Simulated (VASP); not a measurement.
# AlN in VASP: single point with r2SCAN

Aim: the single point of AlN with r2SCAN.

Program: VASP 6.6.1. These are calculated values, not measurements. Logs are shortened: lines on timing, memory, paths and dates and some standing lists are left out, and cuts for length are marked.

### 1 The cell of the first run

The typed cell holds 8 atoms: a = 3.106 Å, b = 3.107 Å, c = 9.957 Å, α = 90.00°, β = 90.01°, γ = 120.00°.

### 2 Single point, r2SCAN

The input, POSCAR:

```
AlN
1.0
    3.1061243629     -0.0001888113     -0.0002044436
   -1.5532285942      2.6908641040     -0.0000610271
   -0.0006384882     -0.0006167440      9.9567338025
Al N
4 4
Direct
    0.3333364344      0.6666803281      0.0008382465
    0.3333790475      0.6666993929      0.5008370161
    0.6666549713      0.3333142894      0.2508343192
    0.6666723427      0.3333289441      0.7508362552
    0.3333552816      0.6667032084      0.1916630975
    0.3333919468      0.6667246799      0.6916645921
    0.6666304805      0.3332876695      0.4416624332
    0.6665794952      0.3332614878      0.9416640401
```

The input, INCAR.step1:

```
PREC = Accurate
ENCUT = 520
ISMEAR = 0
SIGMA = 0.05
LREAL = F
LASPH = T
NELM = 80
NBANDS = 26
GGA = PE
ALGO = Normal
EDIFF = 1E-4
LWAVE = T
LCHARG = F
```

The input, INCAR.step2:

```
PREC = Accurate
ENCUT = 520
EDIFF = 1E-6
ISMEAR = 0
SIGMA = 0.05
LREAL = F
LASPH = T
NELM = 80
ALGO = Normal
ISIF = 2
LWAVE = F
LCHARG = T
METAGGA = R2SCAN
LMIXTAU = T
LELF = T
LVHAR = T
NBANDS = 26
ISTART = 1
```

The input, KPOINTS:

```
Automatic mesh
0
Gamma
  12 12 2
```

Potentials or basis: VASP PAW PBE potentials, release 64 (Al, N).

Run with:

```sh
> cat potpaw_PBE.64/Al/POTCAR potpaw_PBE.64/N/POTCAR > POTCAR
> cp INCAR.step1 INCAR
> mpirun -np 1 vasp_std > vasp.out
> cp INCAR.step2 INCAR
> mpirun -np 1 vasp_std > vasp.out
```

OUTCAR:

```text
PREC = Accurate
   ENCUT = 520
   EDIFF = 1E-6
   ISMEAR = 0
   LREAL = F
   LASPH = T
   NELM = 80
   ISIF = 2
   METAGGA = R2SCAN
   ISTART = 1

 ion  position               nearest neighbor table
   1  0.333  0.667  0.001-   8 1.89   8 1.89   8 1.89   5 1.90   4 3.07   3 3.07   3 3.07   4 3.07
                             3 3.07   4 3.07
   2  0.333  0.667  0.501-   7 1.89   7 1.89   7 1.89   6 1.90   3 3.07   4 3.07   4 3.07   3 3.07
                             4 3.07   3 3.07
   3  0.667  0.333  0.251-   5 1.89   5 1.89   5 1.89   7 1.90   2 3.07   1 3.07   1 3.07   2 3.07
                             1 3.07   2 3.07
   4  0.667  0.333  0.751-   6 1.89   6 1.89   6 1.89   8 1.90   1 3.07   2 3.07   2 3.07   1 3.07
                             2 3.07   1 3.07
   5  0.333  0.667  0.192-   3 1.89   3 1.89   3 1.89   1 1.90
   6  0.333  0.667  0.692-   4 1.89   4 1.89   4 1.89   2 1.90
   7  0.667  0.333  0.442-   2 1.89   2 1.89   2 1.89   3 1.90
   8  0.667  0.333  0.942-   1 1.89   1 1.89   1 1.89   4 1.90

  LATTYP: Found a triclinic cell.
 ALAT       =     3.1066410912
 B/A-ratio  =     0.9998336738
 C/A-ratio  =     3.2049836301
 COS(alpha) =     0.0001299420
 COS(beta)  =     0.0001711556
 COS(gamma) =     0.4998106240

  Lattice vectors:

 A1 = (   1.5528957687,   2.6906752927,  -0.0002654707)
 A2 = (   3.1061243629,  -0.0001888113,  -0.0002044436)
 A3 = (   0.0006384882,   0.0006167440,  -9.9567338025)

Analysis of symmetry for initial positions (statically):
=====================================================================
 Subroutine PRICEL returns:
 Original cell was already a primitive cell.

 Routine SETGRP: Setting up the symmetry group for a
 triclinic supercell.

 Subroutine GETGRP returns: Found  1 space group operations
 (whereof  1 operations were pure point group operations)
 out of a pool of  2 trial point group operations.

The static configuration has the point symmetry C_1 .

Analysis of symmetry for dynamics (positions and initial velocities):
=====================================================================
 Subroutine PRICEL returns:
 Original cell was already a primitive cell.

 Routine SETGRP: Setting up the symmetry group for a
 triclinic supercell.

 Subroutine GETGRP returns: Found  1 space group operations
 (whereof  1 operations were pure point group operations)
 out of a pool of  2 trial point group operations.

The dynamic configuration has the point symmetry C_1 .

 Subroutine INISYM returns: Found  1 space group operations
 (whereof  1 operations are pure point group operations),
 and found     1 'primitive' translations

----------------------------------------------------------------------------------------

                                     Primitive cell

  volume of cell :      83.2170

  direct lattice vectors                    reciprocal lattice vectors
     3.106124363 -0.000188811 -0.000204444     0.321955910  0.185840350  0.000032157
    -1.553228594  2.690864104 -0.000061027     0.000022592  0.371640876  0.000023022
    -0.000638488 -0.000616744  9.956733803     0.000006611  0.000006094  0.100434543

  length of vectors
     3.106124375  3.106970984  9.956733842     0.371742175  0.371640877  0.100434543

  position of ions in fractional coordinates (direct lattice)
     0.333336434  0.666680328  0.000838247
     0.333379048  0.666699393  0.500837016
     0.666654971  0.333314289  0.250834319
     0.666672343  0.333328944  0.750836255
     0.333355282  0.666703208  0.191663097
     0.333391947  0.666724680  0.691664592
     0.666630480  0.333287670  0.441662433
     0.666579495  0.333261488  0.941664040

  ion indices of the primitive-cell ions
   primitive index   ion index
                 1           1
                 2           2
                 3           3
                 4           4
                 5           5
                 6           6
                 7           7
                 8           8

----------------------------------------------------------------------------------------

 KPOINTS: Automatic mesh

Automatic generation of k-mesh.
 Grid dimensions read from file:
 generate k-points for:   12   12    2

 Generating k-lattice:

  Cartesian coordinates                     Fractional coordinates (reciprocal lattice)
     0.026829659  0.015486696  0.000002680     0.083333333  0.000000000  0.000000000
     0.000001883  0.030970073  0.000001918    -0.000000000  0.083333333 -0.000000000
     0.000003305  0.000003047  0.050217271    -0.000000000  0.000000000  0.500000000

  Length of vectors
     0.030978515  0.030970073  0.050217272

  Shift w.r.t. Gamma in fractional coordinates (k-lattice)
     0.000000000  0.000000000  0.000000000

 Subroutine IBZKPT returns following result:
 ===========================================

 Found    148 irreducible k-points:

 Following reciprocal coordinates:
            Coordinates               Weight
  0.000000  0.000000  0.000000      1.000000
  0.083333  0.000000  0.000000      2.000000
  0.166667  0.000000  0.000000      2.000000
  0.250000  0.000000  0.000000      2.000000
  0.333333  0.000000  0.000000      2.000000
  0.416667  0.000000  0.000000      2.000000
[... 16 lines left out ...]
  0.250000  0.166667  0.000000      2.000000
  0.333333  0.166667  0.000000      2.000000
 [... further k-points ...]
   k-points           NKPTS =    148   k-points in BZ     NKDIM =    148   number of bands    NBANDS=     26
   number of dos      NEDOS =    301   number of ions     NIONS =      8
   total plane-waves  NPLWV =  46080
   dimension x,y,z NGX =    24 NGY =   24 NGZ =   80
   dimension x,y,z NGXF=    48 NGYF=   48 NGZF=  160
   ions per type =               4   4
   NGX,Y,Z   is equivalent  to a cutoff of  12.85, 12.84, 13.36 a.u.
   NGXF,Y,Z  is equivalent  to a cutoff of  25.69, 25.68, 26.71 a.u.
 SYSTEM =  unknown system
   PREC   = accura    normal or accurate (medium, high low for compatibility)
   ISTART =      1    job   : 0-new  1-cont  2-samecut
   ICHARG =      0    charge: 1-file 2-atom 10-const
   ISPIN  =      1    spin polarized calculation?
   LNONCOLLINEAR =      F non collinear calculations
   LSORBIT =      F    spin-orbit coupling
   LASPH  =      T    aspherical Exc in radial PAW
   ENCUT  =  520.0 eV  38.22 Ry    6.18 a.u.   5.78  5.78 18.51*2*pi/ulx,y,z
   NELM   =     80;   NELMIN=  2; NELMDL=  0     # of ELM steps
   EDIFF  = 0.1E-05   stopping-criterion for ELM
   LREAL  =      F    real-space projection
   EDIFFG = 0.1E-04   stopping-criterion for IOM
   NSW    =      0    number of steps for IOM
   IBRION =     -1    ionic relax: 0-MD 1-quasi-New 2-CG
   NFREE  =      0    steps in history (QN), initial steepest desc. (CG)
   ISIF   =      2    stress and relaxation
   ISYM   =      2    0-nonsym 1-usesym 2-fastsym
   POTIM  = 0.5000    time-step for ionic-motion
   TEBEG  =    0.0;   TEEND  =   0.0 temperature during run
   PSTRESS=    0.0 pullay stress
   NELECT =      32.0000    total number of electrons
   NUPDOWN=      -1.0000    fix difference up-down
   EMIN   =  10.00;   EMAX   =-10.00  energy-range for DOS
   EFERMI =   0.00;   METHOD = LEGACY
   ISMEAR =     0;   SIGMA  =   0.05  broadening in eV -4-tet -1-fermi 0-gaus
   EFERMI_NEDOS =   21; number of points for ismear=-14 and -15
   IALGO  =     38    algorithm
   IMIX   =      4    mixing-type and parameters
     AMIX     =   0.40;   BMIX     =  1.00
     AMIX_MAG =   1.60;   BMIX_MAG =  1.00
  volume/ion in A,a.u.               =      10.40        70.20
  Fermi-wavevector in a.u.,A,eV,Ry     =   1.190476  2.249674 19.282635  1.417234
  Thomas-Fermi vector in A             =   2.326560
   LORBIT       =      0    0 simple, 1 ext, 2 COOP (PROOUT), +10 PAW based schemes
   METAGGA = R2SCAN    functional components
   LHFCALC =     F    Hartree Fock is set to
   AEXX    =    0.0000 exact exchange contribution
   IVDW    =     0    specifies the selected vdW correction
   LEPSILON=     F    determine dielectric tensor
   LRPA    =     F    only Hartree local field effects (RPA)
 non-spin polarized calculation
 Gauss-broadening in eV      SIGMA  =   0.05
  energy-cutoff  :      520.00
  volume of cell :       83.22
 maximum number of plane-waves:      2256
   NGX = 11   NGY = 11   NGZ = 37

 number of electron      31.9999994 magnetization

 Free energy of the ion-electron system (eV)
  ---------------------------------------------------
  ext. energy  EPLUGINS =         0.00000000
  ---------------------------------------------------
  free energy    TOTEN  =       -76.91261947 eV

  energy without entropy =      -76.91261947  energy(sigma->0) =      -76.91261947

 E-fermi :   6.2097     XC(G=0): -11.4172

 val. band max:        5.9200341682   @ k =   0.0000   0.0000   0.0000
 cond. band min:      10.8403284266   @ k =   0.0000   0.0000   0.0000
 fundamental gap:      4.9202942584
 Fermi energy:         6.2097277843

 k-point     1 :       0.0000    0.0000    0.0000
  band No.  band energies     occupation
      1     -10.0620      2.00000
      2      -9.1724      2.00000
      3      -9.1723      2.00000
      4      -7.9399      2.00000
      5      -0.1503      2.00000
      6       2.5453      2.00000
[... 18 lines left out ...]
     25      17.9679      0.00000
     26      18.2740      0.00000

 k-point     2 :       0.0833    0.0000    0.0000
  band No.  band energies     occupation
      1      -9.9727      2.00000
      2      -9.0956      2.00000
      3      -9.0953      2.00000
      4      -7.8898      2.00000
      5      -0.0425      2.00000
      6       2.5225      2.00000
[... 18 lines left out ...]
     25      18.2345      0.00000
[... 608 lines left out ...]
     25      17.6167      0.00000
     26      18.2288      0.00000

 k-point    24 :       0.3333    0.1667    0.0000
  band No.  band energies     occupation
      1      -8.1809      2.00000
      2      -7.7646      2.00000
      3      -7.7640      2.00000
      4      -7.3683      2.00000
      5       0.7055      2.00000
      6       0.7066      2.00000
[... 18 lines left out ...]
     25      17.5848      0.00000
     26      18.1615      0.00000

 [... further k-points ...]

------------------------ aborting loop because EDIFF is reached ----------------------------------------

  FORCE on cell =-STRESS in cart. coord.  units (eV):
  Direction    XX          YY          ZZ          XY          YZ          ZX
  --------------------------------------------------------------------------------------
  -------------------------------------------------------------------------------------
  Total       -0.1645683     -0.2062056     -0.2042235      0.0081507      0.0080588      0.0081757
  in kB       -3.1684326     -3.9700761     -3.9319134      0.1569257      0.1551560      0.1574073
  external PRESSURE =      -3.6901407 kB  Pullay stress =       0.0000000 kB

 VOLUME and BASIS-vectors are now :
 -----------------------------------------------------------------------------
  energy-cutoff  :      520.00
  volume of cell :       83.22
      direct lattice vectors                 reciprocal lattice vectors
     3.106124363 -0.000188811 -0.000204444     0.321955910  0.185840350  0.000032157
    -1.553228594  2.690864104 -0.000061027     0.000022592  0.371640876  0.000023022
    -0.000638488 -0.000616744  9.956733803     0.000006611  0.000006094  0.100434543

 POSITION                                       TOTAL-FORCE (eV/Angst)
 -----------------------------------------------------------------------------------
     -0.00012      1.79388      0.00824        -0.000256      0.000073      0.002659
     -0.00034      1.79363      4.98659        -0.000195      0.000291      0.002975
      1.55284      0.89662      2.49733        -0.000107      0.000138      0.003727
      1.55255      0.89635      7.47572         0.000324      0.000187      0.003593
     -0.00022      1.79383      1.90823         0.000232      0.000063     -0.003177
     -0.00046      1.79358      6.88661        -0.000510     -0.000266     -0.003476
      1.55268      0.89643      4.39736        -0.000022     -0.000496     -0.003139
      1.55225      0.89605      9.37574         0.000536      0.000010     -0.003162
 -----------------------------------------------------------------------------------
    total drift:                                0.000160      0.000092     -0.001187

  FREE ENERGIE OF THE ION-ELECTRON SYSTEM (eV)
  ---------------------------------------------------
  free  energy   TOTEN  =       -76.9126194656 eV

  energy  without entropy=      -76.9126194656  energy(sigma->0) =      -76.91261947
```

Wall time 31 min (1 thread of Oxide Virtual Turin-like, shared host); peak memory 0.34 GiB.

What came out:

* Free energy: -76.9126 eV
* Pressure: -0.4 GPa
* Largest force: 0.004 eV/Å
* Band gap on the k mesh: 4.92 eV

Forces in eV/Å, atoms in the order of the input:
```
Al   0.000  0.000  0.003
Al   0.000  0.000  0.003
Al   0.000  0.000  0.004
Al   0.000  0.000  0.004
N    0.000  0.000 -0.003
N   -0.001  0.000 -0.003
N    0.000  0.000 -0.003
N    0.001  0.000 -0.003
```

Caveat: the PAW data sets were made with another functional, which shifts forces and pressure a little.
